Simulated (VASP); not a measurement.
Input of a VASP 6.6.1 run:

The input INCAR:

```
SYSTEM = CdS
  ALGO = Normal
  EDIFF = 1E-6
  ENCUT = 520
  GGA = PE
  ISIF = 2
  ISMEAR = 0
  LASPH = .TRUE.
  LCHARG = .TRUE.
  LELF = .TRUE.
  LREAL = .FALSE.
  LVHAR = .TRUE.
  LWAVE = .FALSE.
  NBANDS = 26
  NELM = 60
  PREC = Accurate
  SIGMA = 0.01
```

The input KPOINTS:

```
k-points
0
G
  6 6 4
  0 0 0
```

Contents of POSCAR:

```
CdS
1.0
    4.1646212284      0.0000000000      0.0000000000
   -2.0823106142      3.6066677809      0.0000000000
    0.0000000000      0.0000000000      6.7659754677
Cd S
2 2
Direct
    0.3333333333      0.6666666667     -0.0009650866
    0.6666666667      0.3333333333      0.4990349134
    0.3333333333      0.6666666667      0.3759650866
    0.6666666667      0.3333333333      0.8759650866
```

Potentials or basis: VASP PAW PBE potentials, release 64 (Cd, S).

Run with:

```sh
$ cat potpaw_PBE.64/Cd/POTCAR potpaw_PBE.64/S/POTCAR > POTCAR
$ mpirun -np 1 vasp_std > vasp.out
```

Q: What does it give for the pressure?

A: 1.7 GPa.

Q: Estimate the band gap on the k mesh.

A: 1.17 eV.

Forces on the atoms (eV/Å):
```
Cd   0.000  0.000  0.002
Cd   0.000  0.000  0.002
S    0.000  0.000 -0.002
S    0.000  0.000 -0.002
```

Expect the measured gap to be larger: semilocal functionals such as PBE lack the derivative discontinuity.
